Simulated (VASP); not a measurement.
The system is Al3Ga13As3P13.

```
Ga Al P As
1.0
    10.96651    0.00000    0.00000
     0.00000   10.96651    0.00000
     0.00000    0.00000   10.96651
Ga Al P As
26 6 26 6
Direct
  0.00186 0.99870 0.99702
  0.00046 0.00385 0.50319
  0.00250 0.50254 0.49940
  0.49776 0.00173 0.00035
  0.49921 0.99799 0.49983
  0.50100 0.49825 0.00089
  0.25197 0.24706 0.00274
  0.25047 0.24686 0.50067
  0.24880 0.75093 0.50142
  0.74877 0.24997 0.99901
  0.75004 0.24922 0.50135
  0.74887 0.74955 0.00139
  0.74568 0.75035 0.49982
  0.24991 0.99897 0.25161
  0.25113 0.00001 0.74735
  0.25225 0.49822 0.25186
  0.25004 0.49953 0.75114
  0.74732 0.00171 0.24758
  0.75274 0.99970 0.74946
  0.74879 0.49823 0.25060
  0.00280 0.24988 0.25198
  0.99852 0.74839 0.75389
  0.49956 0.24913 0.25499
  0.49794 0.24973 0.75259
  0.49923 0.75217 0.25024
  0.49724 0.75243 0.75105
  0.00223 0.50087 0.99781
  0.49924 0.49717 0.49957
  0.24886 0.75261 0.00091
  0.75221 0.50050 0.74832
  0.99815 0.25082 0.75049
  0.99991 0.74706 0.25152
  0.12683 0.12110 0.12471
  0.12701 0.62519 0.12601
  0.12568 0.62186 0.62536
  0.62487 0.12502 0.12177
  0.62399 0.12577 0.62252
  0.62616 0.62442 0.12551
  0.37587 0.37365 0.12236
  0.37791 0.37253 0.62446
  0.87665 0.37637 0.12581
  0.87694 0.37692 0.62693
  0.87750 0.87182 0.12582
  0.87327 0.87178 0.62366
  0.37530 0.12726 0.37506
  0.37483 0.62368 0.37244
  0.37233 0.62675 0.87233
  0.87788 0.12585 0.37611
  0.87492 0.12196 0.87517
  0.87279 0.62643 0.37598
  0.87573 0.62699 0.87449
  0.12720 0.37485 0.37549
  0.12222 0.37585 0.87350
  0.12496 0.87569 0.37210
  0.12424 0.87233 0.87386
  0.62223 0.37495 0.37549
  0.62155 0.87547 0.37354
  0.62413 0.87670 0.87384
  0.12433 0.12553 0.62675
  0.62374 0.62290 0.62513
  0.37467 0.87354 0.12687
  0.37477 0.87683 0.62464
  0.37651 0.12431 0.87466
  0.62332 0.37269 0.87382
```

- Program: VASP 6.6.1
- Task: relaxation of volume and atoms at fixed shape
- Functional: PBEsol
- Potentials or basis: VASP PAW PBE potentials, release 64 (Ga_d, Al, P, As)
- Cutoff: 500 eV
- k mesh: 1 × 1 × 1, shifted
- Occupations: fermi-dirac, width 0.05 eV
- Spin: no spin polarisation

At the start: pressure 0.3 GPa; volume 20.61 Å³/atom.

**Question.** Where does the relaxation end?

**Answer.** Over 12 steps the energy falls by 15.3 meV/atom and the volume is 20.63 Å³/atom (+0.1 %); space group P1 (No. 1, to 0.1 Å) before and after.

The path:
```
step  energy change (eV)  largest force (eV/Å)  pressure (GPa)  volume (Å³)
   1              0.0000                1.3382            0.30      1318.88
   2             -0.7513                0.4557           -0.34      1326.33
   3             -0.7974                0.4493           -0.50      1328.72
   4             -0.9122                0.2886            0.21      1316.58
   5             -0.9206                0.2338            0.49      1312.15
   6             -0.9627                0.1272           -0.05      1320.56
   7             -0.9631                0.1280           -0.11      1321.48
   8             -0.9747                0.0566           -0.03      1320.19
   9             -0.9760                0.0679            0.01      1319.59
  10             -0.9791                0.0347            0.02      1319.47
  11             -0.9796                0.0404            0.03      1319.39
  12             -0.9809                0.0213           -0.03      1320.25
```

Final structure:
```xyz
64
Lattice="10.9703 0.0000 0.0000 0.0000 10.9703 0.0000 0.0000 0.0000 10.9703" Properties=species:S:1:pos:R:3 pbc="T T T"
Ga   10.9649   10.9602    0.0078
Ga   10.9235   10.9358    5.4523
Ga    0.0102    5.4850    5.4717
Ga    5.5680    0.0052    0.0189
Ga    5.5260    0.0348    5.4393
Ga    5.4523    5.5109    0.0443
Ga    2.7080    2.7784    0.0516
Ga    2.7660    2.7747    5.4519
Ga    2.6980    8.1849    5.4485
Ga    8.2658    2.7042    0.0557
Ga    8.2420    2.7426    5.4736
Ga    8.2341    8.2303    0.0132
Ga    8.2524    8.2664    5.4483
Ga    2.7102    0.0322    2.7851
Ga    2.6922   10.9308    8.2579
Ga    2.7423    5.4781    2.7396
Ga    2.7428    5.4763    8.2246
Ga    8.2407    0.0042    2.7354
Ga    8.2356   10.9629    8.2224
Ga    8.2341    5.4703    2.7453
Ga    0.0003    2.7430    2.7582
Ga   10.9594    8.2240    8.2152
Ga    5.4943    2.7395    2.7297
Ga    5.4909    2.7390    8.1545
Ga    5.5229    8.1910    2.7857
Ga    5.4866    8.2267    8.3064
Al   10.9673    5.4884    0.0124
Al    5.4454    5.4435    5.4392
Al    2.6862    8.1820   10.9472
Al    8.3055    5.4996    8.2214
Al   10.9290    2.7765    8.2717
Al   10.9605    8.2141    2.7317
P     1.3462    1.3734    1.3871
P     1.3612    6.8332    1.3880
P     1.3587    6.8396    6.8574
P     6.8786    1.3708    1.3968
P     6.8838    1.3676    6.8323
P     6.8708    6.8478    1.3856
P     4.1088    4.1164    1.3943
P     4.0995    4.1158    6.8415
P     9.6137    4.1077    1.3895
P     9.6173    4.1178    6.8328
P     9.5979    9.5989    1.3741
P     9.5936    9.5904    6.8498
P     4.1234    1.3934    4.1006
P     4.0946    6.8377    4.0995
P     4.0938    6.8382    9.6118
P     9.5926    1.3677    4.1024
P     9.5918    1.3531    9.6194
P     9.5988    6.8505    4.1095
P     9.6173    6.8754    9.6179
P     1.3746    4.1208    4.1005
P     1.3661    4.1313    9.6158
P     1.3401    9.5861    4.1052
P     1.3295    9.5750    9.6036
P     6.8622    4.0948    4.0988
P     6.8793    9.6124    4.0916
P     6.8873    9.5971    9.6118
As    1.3413    1.3806    6.8435
As    6.8522    6.8573    6.8390
As    4.1109    9.5832    1.3799
As    4.1142    9.5871    6.8392
As    4.1131    1.3750    9.6124
As    6.8736    4.1107    9.6148
```

Caveat: the PAW data sets were made with another functional, which shifts forces and pressure a little.
